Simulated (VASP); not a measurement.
# Ga (Im-3m) in VASP: a series of runs, part 2 of 2

VASP 6.6.1.

## (3) Single point, PBE

The input, INCAR:

```
SYSTEM = Ga
PREC = Accurate
ENCUT = 520
EDIFF = 1E-6
ISMEAR = -1
SIGMA = 0.05
LREAL = .False.
LASPH = .True.
NELM = 80
ALGO = Normal
ISIF = 2
LWAVE = .False.
LCHARG = .False.
GGA = PE
NBANDS = 12
```

The input, KPOINTS:

```
regular mesh
0
Gamma
  17 17 17
  0 0 0
```

The input, POSCAR:

```
Ga
1.0
   -1.6880085835      1.6880085835      1.6880085835
    1.6880085835     -1.6880085835      1.6880085835
    1.6880085835      1.6880085835     -1.6880085835
Ga
1
Direct
    0.0000000000      0.0000000000      0.0000000000
```

Potentials or basis: VASP PAW PBE potentials, release 64 (Ga_d).

The run is started by

```console
$ cat potpaw_PBE.64/Ga_d/POTCAR > POTCAR
$ mpirun -np 1 vasp_std > vasp.out
```

OUTCAR:

```text
SYSTEM = Ga
   PREC = Accurate
   ENCUT = 520
   EDIFF = 1E-6
   ISMEAR = -1
   LREAL = .False.
   LASPH = .True.
   NELM = 80
   ISIF = 2
   GGA = PE

 ion  position               nearest neighbor table
   1  0.000  0.000  0.000-

  LATTYP: Found a body centered cubic cell.
 ALAT       =     3.3760171670

  Lattice vectors:

 A1 = (  -1.6880085835,   1.6880085835,   1.6880085835)
 A2 = (   1.6880085835,  -1.6880085835,   1.6880085835)
 A3 = (   1.6880085835,   1.6880085835,  -1.6880085835)

Analysis of symmetry for initial positions (statically):
=====================================================================
 Subroutine PRICEL returns:
 Original cell was already a primitive cell.

 Routine SETGRP: Setting up the symmetry group for a
 body centered cubic supercell.

 Subroutine GETGRP returns: Found 48 space group operations
 (whereof 48 operations were pure point group operations)
 out of a pool of 48 trial point group operations.

The static configuration has the point symmetry O_h .

Analysis of symmetry for dynamics (positions and initial velocities):
=====================================================================
 Subroutine PRICEL returns:
 Original cell was already a primitive cell.

 Routine SETGRP: Setting up the symmetry group for a
 body centered cubic supercell.

 Subroutine GETGRP returns: Found 48 space group operations
 (whereof 48 operations were pure point group operations)
 out of a pool of 48 trial point group operations.

The dynamic configuration has the point symmetry O_h .

 Subroutine INISYM returns: Found 48 space group operations
 (whereof 48 operations are pure point group operations),
 and found     1 'primitive' translations

----------------------------------------------------------------------------------------
[... 114 lines left out ...]
  Thomas-Fermi vector in A             =   2.555747
   LORBIT       =      0    0 simple, 1 ext, 2 COOP (PROOUT), +10 PAW based schemes
   GGA     = PE    functional components
   LHFCALC =     F    Hartree Fock is set to
   AEXX    =    0.0000 exact exchange contribution
   IVDW    =     0    specifies the selected vdW correction
   LEPSILON=     F    determine dielectric tensor
   LRPA    =     F    only Hartree local field effects (RPA)
 non-spin polarized calculation
  energy-cutoff  :      520.00
  volume of cell :       19.24
 maximum number of plane-waves:       537
 NGX is ok and might be reduce to    24
   NGX = 11   NGY = 11   NGZ = 11

 number of electron      12.9999990 magnetization

 Free energy of the ion-electron system (eV)
  ---------------------------------------------------
  ext. energy  EPLUGINS =         0.00000000
  ---------------------------------------------------
  free energy    TOTEN  =        -2.87373566 eV

  energy without entropy =       -2.86946471  energy(sigma->0) =       -2.87160019

 E-fermi :   5.4226     XC(G=0): -10.9240

 val. band max:        5.4146179036   @ k =  -0.4706  -0.4706   0.4118
 cond. band min:       5.4328036357   @ k =  -0.4118  -0.4706   0.2941
 fundamental gap:      0.0181857321
 Fermi energy:         5.4226079609

 k-point     1 :       0.0000    0.0000    0.0000
  band No.  band energies     occupation
      1      -9.5332      2.00000
      2      -9.5332      2.00000
      3      -9.5332      2.00000
      4      -9.3546      2.00000
      5      -9.3546      2.00000
      6      -5.5124      2.00000
      7      17.7132      0.00000
      8      17.7132      0.00000
      9      17.7132      0.00000
     10      22.3579      0.00000
     11      22.3579      0.00000
     12      22.3579      0.00000
[... 331 lines left out ...]
 k-point    24 :       0.1765    0.1765    0.0000
  band No.  band energies     occupation
      1      -9.5697      2.00000
      2      -9.5242      2.00000
      3      -9.3873      2.00000
      4      -9.3771      2.00000
      5      -9.3467      2.00000
      6      -2.9768      2.00000
      7       9.0660      0.00000
      8      10.3578      0.00000
      9      14.1563      0.00000
     10      19.4800      0.00000
     11      20.0231      0.00000
     12      23.6210      0.00000

 [... further k-points ...]

------------------------ aborting loop because EDIFF is reached ----------------------------------------

  FORCE on cell =-STRESS in cart. coord.  units (eV):
  Direction    XX          YY          ZZ          XY          YZ          ZX
  --------------------------------------------------------------------------------------
  -------------------------------------------------------------------------------------
  Total        0.0051000      0.0051000      0.0051000      0.0000000      0.0000000     -0.0000000
  in kB        0.4247115      0.4247115      0.4247115      0.0000000      0.0000000     -0.0000000
  external PRESSURE =       0.4247115 kB  Pullay stress =       0.0000000 kB

 VOLUME and BASIS-vectors are now :
 -----------------------------------------------------------------------------
  energy-cutoff  :      520.00
  volume of cell :       19.24
      direct lattice vectors                 reciprocal lattice vectors
    -1.688008584  1.688008584  1.688008584     0.000000000  0.296207025  0.296207025
     1.688008584 -1.688008584  1.688008584     0.296207025  0.000000000  0.296207025
     1.688008584  1.688008584 -1.688008584     0.296207025  0.296207025  0.000000000

 POSITION                                       TOTAL-FORCE (eV/Angst)
 -----------------------------------------------------------------------------------
      0.00000      0.00000      0.00000        -0.000000      0.000000     -0.000000
 -----------------------------------------------------------------------------------
    total drift:                                0.000000      0.000000      0.000000

  FREE ENERGIE OF THE ION-ELECTRON SYSTEM (eV)
  ---------------------------------------------------
  free  energy   TOTEN  =        -2.8737356636 eV

  energy  without entropy=       -2.8694647104  energy(sigma->0) =       -2.87160019
```

stdout:

```text
POSCAR found type information on POSCAR Ga
 POSCAR found :  1 types and       1 ions
 scaLAPACK will be used
 LDA part: xc-table for (Slater+PW92), standard interpolation
 POSCAR, INCAR and KPOINTS ok, starting setup
 FFT: planning ... GRIDC
 FFT: planning ... GRID_SOFT
 FFT: planning ... GRID
 WAVECAR not read
 entering main loop
```

It took 36 s on 1 thread of Intel Xeon 8259CL, shared host; peak memory 0.16 GiB.

Results:

```
Free energy            : -2.8737 eV
Pressure               : 0.0 GPa
Band gap on the k mesh : zero (an odd number of electrons rules out a gap without spin polarisation)
```

Levels at points of the mesh, in eV from the Fermi level:
| k point | band 3 | band 4 | band 5 | band 6 | band 7 | band 8 | band 9 | band 10 |
| --- | --- | --- | --- | --- | --- | --- | --- | --- |
| (0.00, 0.00, 0.00) | -14.96 | -14.78 | -14.78 | -10.94 | 12.29 | 12.29 | 12.29 | 16.94 |

## (4) Relaxation of cell and atoms, PBE

The input, INCAR:

```
PREC     = Accurate       # precision mode
ENCUT    = 600            # plane-wave cutoff, eV
EDIFF    = 1E-6           # SCF threshold, eV
ISMEAR   = -1             # smearing method
SIGMA    = 0.05           # smearing width, eV
LREAL    = False          # projectors in reciprocal space
LASPH    = True           # aspherical terms in the spheres
NELM     = 80             # most SCF steps
ALGO     = Normal         # electronic algorithm
ISIF     = 3              # what is computed and relaxed
LWAVE    = False          # write WAVECAR
LCHARG   = False          # write CHGCAR
GGA      = PE             # functional
IBRION   = 2              # ionic algorithm
NSW      = 45             # ionic steps
EDIFFG   = -0.005         # ionic threshold
```

The input, KPOINTS:

```
regular mesh
0
Gamma
  17 17 17
```

The input, POSCAR:

```
Ga
1.0
   -1.6874213961      1.6874213961      1.6874213961
    1.6874213961     -1.6874213961      1.6874213961
    1.6874213961      1.6874213961     -1.6874213961
Ga
1
Direct
    0.0000000000      0.0000000000      0.0000000000
```

The run is started by

```console
$ cat potpaw_PBE.64/Ga_d/POTCAR > POTCAR
$ mpirun -np 1 vasp_std > vasp.out
```

Run time: 50 s. Hardware: 1 thread of Intel Xeon 8259CL, shared host; peak memory 0.17 GiB.

Results (log left out):

* Free energy: -2.8736 eV
* Relaxed volume: 19.24 Å³/atom
* Relaxed cell: a = 2.924 Å, b = 2.924 Å, c = 2.924 Å, α = 109.47°, β = 109.47°, γ = 109.47°
* Space group after relaxing (to 0.1 Å): Im-3m (No. 229)
* Energy gained by relaxing: 0.0 meV/atom
* Ionic steps: 2
* Pressure after relaxing: 0.0 GPa
* Band gap on the k mesh: zero (an odd number of electrons rules out a gap without spin polarisation)

Final structure:
```xyz
1
Lattice="-1.6879 1.6879 1.6879 1.6879 -1.6879 1.6879 1.6879 1.6879 -1.6879" Properties=species:S:1:pos:R:3 pbc="T T T"
Ga    0.0000    0.0000    0.0000
```

Levels at points of the mesh, in eV from the Fermi level:
```tsv
k point	band 4	band 5	band 6	band 7	band 8	band 9
(0.00, 0.00, 0.00)	-14.78	-14.78	-10.94	12.29	12.29	12.29
```

## (5) The runs side by side

| task | cell | cutoff (eV) | gap on the mesh (eV) | pressure (GPa) |
| --- | --- | --- | --- | --- |
| single point | a = 2.923 Å, angles 109.5°, 1 atom | 520 | none | 0.1 |
| single point | a = 2.924 Å, angles 109.5°, 1 atom | 520 | none | 0.0 |
| relaxation of cell and atoms | relaxed from a = 2.923 Å, angles 109.5°, 1 atom | 600 | none | 0.0 |

Alike in all rows: level PBE; potentials or basis VASP PAW PBE potentials, release 64 (Ga_d); no spin polarisation; k mesh 17 × 17 × 17; smearing fermi-dirac 0.05 eV.

Absolute energies hang on the potentials; compare differences alone.
